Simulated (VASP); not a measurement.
Here is a VASP 6.6.1 calculation.

The input POSCAR:

```
SiC
1.0
   -3.0759982064      0.0000000000      0.0000000000
   -1.5379991032     -2.6638925888      0.0000000000
   -1.5378453033     -0.8878753998     10.0960000000
Si C
4 4
Direct
    0.1154384583      0.1154384583      0.6537500000
    0.2820884583      0.2820884583      0.1537500000
    0.3654467917      0.3654467917      0.9037500000
    0.5320967917      0.5320967917      0.4037500000
    0.0512782083      0.0512782083      0.8462500000
    0.2179282083      0.2179282083      0.3462500000
    0.6345865417      0.6345865417      0.0962500000
    0.4679365417      0.4679365417      0.5962500000
```

File INCAR.step1:

```
ALGO = Normal
EDIFF = 1E-4
ENCUT = 520
GGA = PE
ISMEAR = 0
LASPH = T
LCHARG = F
LREAL = F
LWAVE = T
NBANDS = 26
NELM = 100
PREC = Accurate
SIGMA = 0.05
```

INCAR.step2

```
ALGO = Normal
EDIFF = 1E-6
ENCUT = 520
ISIF = 2
ISMEAR = 0
ISTART = 1
LASPH = T
LCHARG = T
LELF = T
LMIXTAU = T
LREAL = F
LVHAR = T
LWAVE = F
METAGGA = R2SCAN
NBANDS = 26
NELM = 100
PREC = Accurate
SIGMA = 0.05
```

Contents of KPOINTS:

```
k-points
0
Gamma
  8 8 3
```

Potentials or basis: VASP PAW PBE potentials, release 64 (Si, C).

Run with:

```sh
$ cat potpaw_PBE.64/Si/POTCAR potpaw_PBE.64/C/POTCAR > POTCAR
$ cp INCAR.step1 INCAR
$ mpirun -np 1 vasp_std > vasp.out
$ cp INCAR.step2 INCAR
$ mpirun -np 1 vasp_std > vasp.out
```

**Question.** Predict the band gap on the k mesh.

**Answer.** 0.49 eV, indirect (least direct gap 1.66 eV).

**Question.** What does it give for the largest force?

**Answer.** 1.042 eV/Å.

**Question.** Predict the pressure.

**Answer.** -1.6 GPa.

Forces in eV/Å, atoms in the order of the input:
```
Si   0.000  0.000  0.682
Si   0.000  0.000  1.042
Si   0.000  0.000 -0.076
Si   0.000  0.000  0.563
C    0.000  0.000 -0.867
C    0.000  0.000 -0.464
C    0.000  0.000 -0.204
C    0.000  0.000 -0.677
```

Caveat: the PAW data sets were made with another functional, which shifts forces and pressure a little. A k mesh can miss the band edges.
